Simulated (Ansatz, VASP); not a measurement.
# B4N3 in VASP and in Ansatz

Contents of INCAR:

```
PREC     = Accurate       # precision mode
ENCUT    = 600            # plane-wave cutoff, eV
EDIFF    = 1E-6           # SCF threshold, eV
ISMEAR   = 0              # smearing method
SIGMA    = 0.1            # smearing width, eV
LREAL    = False          # projectors in reciprocal space
LASPH    = True           # aspherical terms in the spheres
NELM     = 100            # most SCF steps
ALGO     = Normal         # electronic algorithm
ISIF     = 3              # what is computed and relaxed
LWAVE    = False          # write WAVECAR
LCHARG   = False          # write CHGCAR
GGA      = PE             # functional
IBRION   = 2              # ionic algorithm
NSW      = 100            # ionic steps
EDIFFG   = -0.01          # ionic threshold
```

The input KPOINTS:

```
regular mesh
0
Gamma
  8 8 10
```

The input POSCAR:

```
B4N3
1.0
    2.4631752088     -4.1935376920      0.0000000000
    2.4631752088      4.1935376920      0.0000000000
   -1.6366397710      0.0000000000      2.8839830948
B N
4 3
Direct
    0.0533834331      0.5451335894      0.6670381734
    0.4548664106      0.9466165669      0.3329618266
    0.4938894276      0.5061105724      0.5000000000
    0.0008945420      0.9991054580      0.5000000000
    0.8323180878      0.1676819122      0.5000000000
    0.8446708707      0.6800796743      0.5437470006
    0.3199203257      0.1553291293      0.4562529994
```

Input for Ansatz:

```yaml
crystal:
  lattice:
    - [2.4631752088, -4.193537692, 0.0]
    - [2.4631752088, 4.193537692, 0.0]
    - [-1.636639771, 0.0, 2.8839830948]
  atoms:
    - { symbol: B, position: [0.0533834331, 0.5451335894, 0.6670381734] }
    - { symbol: B, position: [0.4548664106, 0.9466165669, 0.3329618266] }
    - { symbol: B, position: [0.4938894276, 0.5061105724, 0.5] }
    - { symbol: B, position: [0.000894542, 0.999105458, 0.5] }
    - { symbol: "N", position: [0.8323180878, 0.1676819122, 0.5] }
    - { symbol: "N", position: [0.8446708707, 0.6800796743, 0.5437470006] }
    - { symbol: "N", position: [0.3199203257, 0.1553291293, 0.4562529994] }
basis:
  ecutwfc: 420
kpoints:
  mp_grid: { grid: [8, 8, 10] }
hamiltonian:
  xc: pbe
scf:
  occupations: { method: gaussian, width: 0.1 }
output:
  forces: true
  stress: true
  eigenvalues: true
relax:
  adjacent_minimum: "off"
  f_tol: 0.01
  max_steps: 80
  cell: { stress_tol: 0.05 }
```

Change from the starting cell: the structure that the rattled cell fell into.

Alike in both runs: task relaxation of cell and atoms; functional PBE; k mesh 8 × 8 × 10; occupations gaussian, width 0.1 eV; no spin polarisation.

```csv
,VASP,Ansatz
version,VASP 6.6.1,Ansatz 0.2.0
potentials or method,"VASP PAW PBE potentials, release 64 (B, N), cutoff 600 eV","scalar-relativistic, plane waves, PAW"
valence electrons in the cell,27,27
```

```csv
,VASP,Ansatz,Ansatz less VASP
"gap on the k mesh at the Fermi level, each at its own relaxed structure (eV)",none,none,-
relaxed volume (Å³/atom),8.49,8.51,+0.020
relaxed length of the cell vector where the two differ most in proportion (Å),3.324,3.331,+0.0073
```

A gap of «none» marks a metal or a gap that the smearing closes.
